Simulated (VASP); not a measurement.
**MgSb2: single point with PBEsol**

Crystal: MgSb2.

```xyz
6
Lattice="4.6180 -2.8912 0.0000 4.6180 2.8912 0.0000 0.0000 0.0000 5.5119" Properties=species:S:1:pos:R:3 pbc="T T T"
Mg    4.6180    1.0647    4.1339
Mg    4.6180   -1.0647    1.3780
Sb    3.0864   -1.7370    4.1339
Sb    6.1495   -1.7370    4.1339
Sb    3.0864    1.7370    1.3780
Sb    6.1495    1.7370    1.3780
```

- Program: VASP 6.6.1
- Task: single point
- Functional: PBEsol
- Potentials or basis: VASP PAW PBE potentials, release 64 (Mg, Sb)
- Cutoff: 520 eV
- k mesh: 4 × 4 × 4
- Occupations: fermi-dirac, width 0.1 eV
- Spin: no spin polarisation

| Item | Value |
| --- | --- |
| Pressure | 0.5 GPa |
| Largest force | 0.342 eV/Å |
| Band gap on the k mesh | zero (band 12 reaches 7.92 eV, above the bottom of band 13 at 5.67 eV) |

Forces in eV/Å, atoms in the order of the input:
```
Mg   0.000  0.078  0.000
Mg   0.000 -0.078  0.000
Sb   0.342  0.018  0.000
Sb  -0.342  0.018  0.000
Sb   0.342 -0.018  0.000
Sb  -0.342 -0.018  0.000
```

Stress tensor (GPa, compression positive):
```
 2.84  0.00  0.00
 0.00 -0.27  0.00
 0.00  0.00 -1.10
```

Levels at points of the mesh, in eV from the Fermi level:
```
           k point  band 10  band 11  band 12  band 13  band 14  band 15
(0.00, 0.00, 0.00)    -1.31    -1.28    -0.95     0.57     0.62     0.75
(0.50, 0.00, 0.00)    -2.24    -0.31    -0.07     0.29     0.49     1.97
(0.50, 0.50, 0.00)    -2.24    -2.13     0.15     0.79     1.39     1.75
(0.00, 0.00, 0.50)    -2.04    -1.75    -1.75    -1.37    -1.37     1.34
(0.50, 0.00, 0.50)    -0.26     0.67     0.67     1.14     1.14     1.94
(0.50, 0.50, 0.50)    -0.49     0.79     0.79     1.79     1.79     2.03
```

It took 2.4 min on 1 thread of AMD EPYC 7R13, on a shared host, peak memory 0.24 GiB.

Caveat: the PAW data sets were made with another functional, which shifts forces and pressure a little; spin-orbit coupling is left out, which moves the levels of the heavy elements.
